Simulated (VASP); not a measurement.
# Rh3N2 (P-3m1) in VASP: a series of runs, part 2 of 2

VASP 6.6.1. Earlier steps stand in the parts before.

### 3 Single point, PBE

This run uses another cell than the first one, of 15.29 Å³/atom.

Contents of INCAR:

```
SYSTEM = Rh3N2
PREC = Accurate ; ENCUT = 520
EDIFF = 1E-6 ; ISMEAR = 0
SIGMA = 0.1 ; LREAL = .FALSE.
LASPH = .TRUE. ; NELM = 60
ALGO = Normal ; ISIF = 2
LWAVE = .FALSE. ; LCHARG = .FALSE.
GGA = PE ; NBANDS = 36
```

Contents of KPOINTS:

```
regular mesh
0
G
  12 12 4
  0 0 0
```

Contents of POSCAR:

```
Rh3N2
1.0
    3.0626222225      0.0000000000      0.0000000000
   -1.5313111112      2.6523086469      0.0000000000
    0.0000000000      0.0000000000      9.4126039629
Rh N
3 2
Direct
    0.0000000000      0.0000000000      0.0000000000
    0.3333333333      0.6666666667      0.7700385412
    0.6666666667      0.3333333333      0.2299614588
    0.3333333333      0.6666666667      0.3001859931
    0.6666666667      0.3333333333      0.6998140069
```

Potentials or basis: VASP PAW PBE potentials, release 64 (Rh_pv, N).

Launch:

```sh
$ cat potpaw_PBE.64/Rh_pv/POTCAR potpaw_PBE.64/N/POTCAR > POTCAR
$ mpirun -np 1 vasp_std > vasp.out
```

OUTCAR:

```text
SYSTEM = Rh3N2
   PREC = Accurate
   ENCUT = 520
   EDIFF = 1E-6
   ISMEAR = 0
   LREAL = .FALSE.
   LASPH = .TRUE.
   NELM = 60
   ISIF = 2
   GGA = PE

 ion  position               nearest neighbor table
   1  0.000  0.000  0.000-   2 2.79   3 2.79   2 2.79   3 2.79   3 2.79   2 2.79
   2  0.333  0.667  0.770-   5 1.89   5 1.89   5 1.89   1 2.79   1 2.79   1 2.79
   3  0.667  0.333  0.230-   4 1.89   4 1.89   4 1.89   1 2.79   1 2.79   1 2.79
   4  0.333  0.667  0.300-   3 1.89   3 1.89   3 1.89
   5  0.667  0.333  0.700-   2 1.89   2 1.89   2 1.89

  LATTYP: Found a hexagonal cell.
 ALAT       =     3.0626222225
 C/A-ratio  =     3.0733806781

  Lattice vectors:

 A1 = (   3.0626222225,   0.0000000000,   0.0000000000)
 A2 = (  -1.5313111112,   2.6523086469,   0.0000000000)
 A3 = (   0.0000000000,   0.0000000000,   9.4126039629)

Analysis of symmetry for initial positions (statically):
=====================================================================
 Subroutine PRICEL returns:
 Original cell was already a primitive cell.

 Routine SETGRP: Setting up the symmetry group for a
 hexagonal supercell.

 Subroutine GETGRP returns: Found 12 space group operations
 (whereof 12 operations were pure point group operations)
 out of a pool of 24 trial point group operations.

The static configuration has the point symmetry D_3d.

Analysis of symmetry for dynamics (positions and initial velocities):
=====================================================================
 Subroutine PRICEL returns:
 Original cell was already a primitive cell.

 Routine SETGRP: Setting up the symmetry group for a
 hexagonal supercell.

 Subroutine GETGRP returns: Found 12 space group operations
 (whereof 12 operations were pure point group operations)
 out of a pool of 24 trial point group operations.

The dynamic configuration has the point symmetry D_3d.

 Subroutine INISYM returns: Found 12 space group operations
[... 124 lines left out ...]
  volume/ion in A,a.u.               =      15.29       103.19
  Fermi-wavevector in a.u.,A,eV,Ry     =   1.466853  2.771951 29.275086  2.151658
  Thomas-Fermi vector in A             =   2.582541
   LORBIT       =      0    0 simple, 1 ext, 2 COOP (PROOUT), +10 PAW based schemes
   GGA     = PE    functional components
   LHFCALC =     F    Hartree Fock is set to
   AEXX    =    0.0000 exact exchange contribution
   IVDW    =     0    specifies the selected vdW correction
   LEPSILON=     F    determine dielectric tensor
   LRPA    =     F    only Hartree local field effects (RPA)
 non-spin polarized calculation
 Gauss-broadening in eV      SIGMA  =   0.10
  energy-cutoff  :      520.00
  volume of cell :       76.46
 maximum number of plane-waves:      2080
 NGX is ok and might be reduce to    24
   NGX = 11   NGY = 11   NGZ = 35

 number of electron      55.0000000 magnetization

 Free energy of the ion-electron system (eV)
  ---------------------------------------------------
  ext. energy  EPLUGINS =         0.00000000
  ---------------------------------------------------
  free energy    TOTEN  =       -35.82616856 eV

  energy without entropy =      -35.81071874  energy(sigma->0) =      -35.81844365

 E-fermi :   6.3805     XC(G=0): -11.0260

 val. band max:        6.2528708517   @ k =  -0.0833   0.3333   0.2500
 cond. band min:       6.4036813138   @ k =   0.2500  -0.0000   0.2500
 fundamental gap:      0.1508104622
 Fermi energy:         6.3804700939

 k-point     1 :       0.0000    0.0000    0.0000
  band No.  band energies     occupation
      1     -41.3743      2.00000
      2     -41.3743      2.00000
      3     -41.3738      2.00000
      4     -41.3738      2.00000
      5     -41.0578      2.00000
      6     -41.0431      2.00000
[... 925 lines left out ...]
     35      12.5462      0.00000
     36      14.6972      0.00000

 [... further k-points ...]

------------------------ aborting loop because EDIFF is reached ----------------------------------------

  FORCE on cell =-STRESS in cart. coord.  units (eV):
  Direction    XX          YY          ZZ          XY          YZ          ZX
  --------------------------------------------------------------------------------------
  -------------------------------------------------------------------------------------
  Total        0.0688331      0.0688331     -0.0063890      0.0000000      0.0000000      0.0000000
  in kB        1.4423837      1.4423837     -0.1338800      0.0000000      0.0000000      0.0000000
  external PRESSURE =       0.9169625 kB  Pullay stress =       0.0000000 kB

 VOLUME and BASIS-vectors are now :
 -----------------------------------------------------------------------------
  energy-cutoff  :      520.00
  volume of cell :       76.46
      direct lattice vectors                 reciprocal lattice vectors
     3.062622222  0.000000000  0.000000000     0.326517581  0.188515013  0.000000000
    -1.531311111  2.652308647  0.000000000     0.000000000  0.377030027  0.000000000
     0.000000000  0.000000000  9.412603963     0.000000000  0.000000000  0.106240526

 POSITION                                       TOTAL-FORCE (eV/Angst)
 -----------------------------------------------------------------------------------
      0.00000      0.00000      0.00000        -0.000000      0.000000     -0.000000
     -0.00000      1.76821      7.24807        -0.000000      0.000000      0.016498
      1.53131      0.88410      2.16454         0.000000     -0.000000     -0.016498
     -0.00000      1.76821      2.82553        -0.000000     -0.000000      0.014158
      1.53131      0.88410      6.58707        -0.000000      0.000000     -0.014158
 -----------------------------------------------------------------------------------
    total drift:                                0.000000      0.000000      0.000000

  FREE ENERGIE OF THE ION-ELECTRON SYSTEM (eV)
  ---------------------------------------------------
  free  energy   TOTEN  =       -35.8261685641 eV

  energy  without entropy=      -35.8107187376  energy(sigma->0) =      -35.81844365
```

OSZICAR:

```text
N       E                     dE             d eps       ncg     rms          rms(c)
DAV:   1     0.632646675951E+03    0.63265E+03   -0.33132E+04  5256   0.159E+03
DAV:   2    -0.108028046824E+02   -0.64345E+03   -0.62533E+03  5520   0.493E+02
DAV:   3    -0.402028465413E+02   -0.29400E+02   -0.28567E+02  5500   0.109E+02
DAV:   4    -0.407536319911E+02   -0.55079E+00   -0.54947E+00  5380   0.149E+01
DAV:   5    -0.407620528391E+02   -0.84208E-02   -0.84200E-02  5504   0.185E+00    0.354E+01
DAV:   6    -0.385960118859E+02    0.21660E+01   -0.29770E+01  5432   0.516E+01    0.162E+01
DAV:   7    -0.362055656854E+02    0.23904E+01   -0.14630E+01  5468   0.332E+01    0.119E+01
DAV:   8    -0.358629940845E+02    0.34257E+00   -0.14347E+00  5244   0.892E+00    0.218E+00
DAV:   9    -0.358765876886E+02   -0.13594E-01   -0.48340E-01  5272   0.456E+00    0.233E+00
DAV:  10    -0.358270021234E+02    0.49586E-01   -0.33313E-01  5468   0.275E+00    0.537E-01
DAV:  11    -0.358261984312E+02    0.80369E-03   -0.74962E-03  5120   0.519E-01    0.204E-01
DAV:  12    -0.358261364684E+02    0.61963E-04   -0.11912E-03  5056   0.214E-01    0.452E-02
DAV:  13    -0.358261633827E+02   -0.26914E-04   -0.10735E-04  5140   0.767E-02    0.149E-02
DAV:  14    -0.358261676889E+02   -0.43062E-05   -0.36746E-05  4544   0.300E-02    0.580E-03
DAV:  15    -0.358261685641E+02   -0.87521E-06   -0.14849E-06  3740   0.832E-03
   1 F= -.35826169E+02 E0= -.35818444E+02  d E =-.154498E-01
```

Run time: 3.2 min. Hardware: 1 thread of Intel Xeon Platinum 8259CL at 2.50GHz (Skylake/Cascade Lake), shared host; peak memory 0.28 GiB.

Results:

| Item | Value |
| --- | --- |
| Free energy | -35.8262 eV |
| Pressure | 0.1 GPa |
| Largest force | 0.016 eV/Å |
| Band gap on the k mesh | zero (an odd number of electrons rules out a gap without spin polarisation) |

Forces in eV/Å, atoms in the order of the input:
```
Rh   0.000  0.000  0.000
Rh   0.000  0.000  0.016
Rh   0.000  0.000 -0.016
N    0.000  0.000  0.014
N    0.000  0.000 -0.014
```

Stress tensor (GPa, compression positive):
```
 0.14  0.00  0.00
 0.00  0.14  0.00
 0.00  0.00 -0.01
```
